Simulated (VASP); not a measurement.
A run of VASP 6.6.1 is set up as follows.

Contents of INCAR:

```
PREC = Accurate
ENCUT = 500
EDIFF = 1E-6
ISMEAR = 0
SIGMA = 0.01
LREAL = F
LASPH = T
NELM = 120
ALGO = Normal
ISIF = 2
LWAVE = F
LCHARG = T
GGA = PS
LELF = T
LVHAR = T
NBANDS = 11
GGA_COMPAT = F
```

Contents of KPOINTS:

```
regular mesh
0
Gamma
  8 8 8
```

POSCAR

```
BP
1.0
    0.0000000000      2.2601345582      2.2601345582
    2.2601345582      0.0000000000      2.2601345582
    2.2601345582      2.2601345582      0.0000000000
B P
1 1
Direct
    0.0000000000      0.0000000000      0.0000000000
    0.2500000000      0.2500000000      0.2500000000
```

Potentials or basis: VASP PAW PBE potentials, release 64 (B, P).

Command:

```console
$ cat potpaw_PBE.64/B/POTCAR potpaw_PBE.64/P/POTCAR > POTCAR
$ mpirun -np 1 vasp_std > vasp.out
```

(1) What does it give for the band gap on the k mesh?

(2) Estimate the pressure.

Results:

(1) 1.15 eV, indirect (least direct gap 3.37 eV).

(2) 0.1 GPa.

Caveat: the PAW data sets were made with another functional, which shifts forces and pressure a little.
